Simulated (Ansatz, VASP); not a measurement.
# Co: VASP beside Ansatz

Contents of INCAR:

```
ALGO = Normal
EDIFF = 1E-8
ENCUT = 520
GGA = PE
GGA_COMPAT = False
ISIF = 2
ISMEAR = 0
IVDW = 12
LASPH = True
LCHARG = False
LEFG = True
LREAL = False
LWAVE = False
NBANDS = 16
NELM = 120
PREC = Accurate
SIGMA = 0.1
```

KPOINTS

```
k-points
0
Gamma
  6 6 4
```

The input POSCAR:

```
Co
1.0
    2.4719999032      0.0000000000      0.0000000000
   -1.2359999516      2.1408147143      0.0000000000
    0.0000000000      0.0000000000      4.0211440800
Co
2
Direct
    0.3333333333      0.6666666667      0.2500000000
    0.6666666667      0.3333333333      0.7500000000
```

Input for Ansatz:

```yaml
crystal:
  lattice:
    - [2.4719999032, 0.0, 0.0]
    - [-1.2359999516, 2.1408147143, 0.0]
    - [0.0, 0.0, 4.02114408]
  atoms:
    - { symbol: Co, position: [0.3333333333, 0.6666666667, 0.25] }
    - { symbol: Co, position: [0.6666666667, 0.3333333333, 0.75] }
basis:
  ecutwfc: 420
kpoints:
  mp_grid: { grid: [6, 6, 4] }
hamiltonian:
  xc: pbe
  dispersion: d3bj
scf:
  occupations: { method: gaussian, width: 0.1 }
  lower_state_search: "off"
  max_iter: 52
output:
  forces: true
  stress: true
  eigenvalues: true
  efg: {}
accuracy: high
```

Alike in both runs: task electric field gradients; functional PBE; dispersion D3(BJ); k mesh 6 × 6 × 4; occupations gaussian, width 0.1 eV; no spin polarisation.

```csv
,VASP,Ansatz
version,VASP 6.6.1,Ansatz 0.2.0
potentials or method,"VASP PAW PBE potentials, release 64 (Co), cutoff 520 eV","scalar-relativistic, plane waves, PAW"
valence electrons in the cell,18,34
```

|  | VASP | Ansatz | Ansatz less VASP |
| --- | --- | --- | --- |
| gap on the k mesh at the Fermi level (eV) | none | none | - |
| pressure (GPa) | -14.2 | -13.7 | +0.56 |
| traceless stress, the component that is largest in VASP (GPa) | -3.43 | -3.26 | +0.164 |

A gap of «none» marks a metal or a gap that the smearing closes. VASP's potentials hold 18 valence electrons a cell and Ansatz's 34, so a difference there can come from the potentials and not from the codes.

The k mesh is coarse, so the values compare programs but aren't converged.
